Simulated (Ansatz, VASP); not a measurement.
## Two plane-wave programs on Al5GaAs6

Contents of INCAR:

```
SYSTEM = Al5GaAs6
  ALGO = Normal
  EDIFF = 1E-6
  ENCUT = 520
  GGA = PE
  ISIF = 2
  ISMEAR = 0
  LASPH = .TRUE.
  LCHARG = .FALSE.
  LREAL = .FALSE.
  LWAVE = .FALSE.
  NBANDS = 41
  NELM = 60
  PREC = Accurate
  SIGMA = 0.1
```

File KPOINTS:

```
k-points
0
G
  4 2 4
  0 0 0
```

Contents of POSCAR:

```
Al5GaAs6
1.0
    3.8380647000      0.0000000000      0.0000000000
    0.0000000000     11.5141941100      0.0000000000
    0.0000000000      0.0000000000      5.4278431600
Al Ga As
5 1 6
Direct
    0.0000000000      0.8333333300      0.0000000000
    0.0000000000      0.1666666700      0.0000000000
    0.5000000000      0.3333333300      0.5000000000
    0.0000000000      0.5000000000      0.0000000000
    0.5000000000      0.6666666700      0.5000000000
    0.5000000000      0.0000000000      0.5000000000
    0.5000000000      0.8333333300      0.7500000000
    0.0000000000      0.0000000000      0.2500000000
    0.5000000000      0.1666666700      0.7500000000
    0.0000000000      0.3333333300      0.2500000000
    0.5000000000      0.5000000000      0.7500000000
    0.0000000000      0.6666666700      0.2500000000
```

Input for Ansatz:

```yaml
crystal:
  lattice:
    - [3.8380647, 0.0, 0.0]
    - [0.0, 11.51419411, 0.0]
    - [0.0, 0.0, 5.42784316]
  atoms:
    - { symbol: Al, position: [0.0, 0.83333333, 0.0] }
    - { symbol: Al, position: [0.0, 0.16666667, 0.0] }
    - { symbol: Al, position: [0.5, 0.33333333, 0.5] }
    - { symbol: Al, position: [0.0, 0.5, 0.0] }
    - { symbol: Al, position: [0.5, 0.66666667, 0.5] }
    - { symbol: Ga, position: [0.5, 0.0, 0.5] }
    - { symbol: As, position: [0.5, 0.83333333, 0.75] }
    - { symbol: As, position: [0.0, 0.0, 0.25] }
    - { symbol: As, position: [0.5, 0.16666667, 0.75] }
    - { symbol: As, position: [0.0, 0.33333333, 0.25] }
    - { symbol: As, position: [0.5, 0.5, 0.75] }
    - { symbol: As, position: [0.0, 0.66666667, 0.25] }
basis:
  ecutwfc: 420
kpoints:
  mp_grid: { grid: [4, 2, 4] }
hamiltonian:
  xc: pbe
scf:
  occupations: { method: gaussian, width: 0.1 }
  lower_state_search: "off"
output:
  forces: true
  stress: true
  eigenvalues: true
```

Alike in both runs: task single point; functional PBE; k mesh 4 × 2 × 4; occupations gaussian, width 0.1 eV; no spin polarisation.

|  | VASP | Ansatz |
| --- | --- | --- |
| version | VASP 6.6.1 | Ansatz 0.2.0 |
| potentials or method | VASP PAW PBE potentials, release 64 (Al, Ga_d, As), cutoff 520 eV | scalar-relativistic, plane waves, PAW |
| valence electrons in the cell | 58 | 118 |

VASP gave:

```
gap on the k mesh at the Fermi level (eV)                     : 1.15
least direct gap on the mesh (eV)                             : 1.16
pressure (GPa)                                                : 15.8
traceless stress, the component that is largest in VASP (GPa) : 0.58
rms of the force components (eV/Å)                            : 0.027
```

Q: What did Ansatz give for the same quantities?

A: gap on the k mesh at the Fermi level (eV): 1.16; least direct gap on the mesh (eV): 1.17; pressure (GPa): 15.4; traceless stress, the component that is largest in VASP (GPa): 0.58; rms of the force components (eV/Å): 0.027.

Atom by atom the forces differ by 0.000 eV/Å (rms over components). VASP's potentials hold 58 valence electrons a cell and Ansatz's 118, so a difference there can come from the potentials and not from the codes.
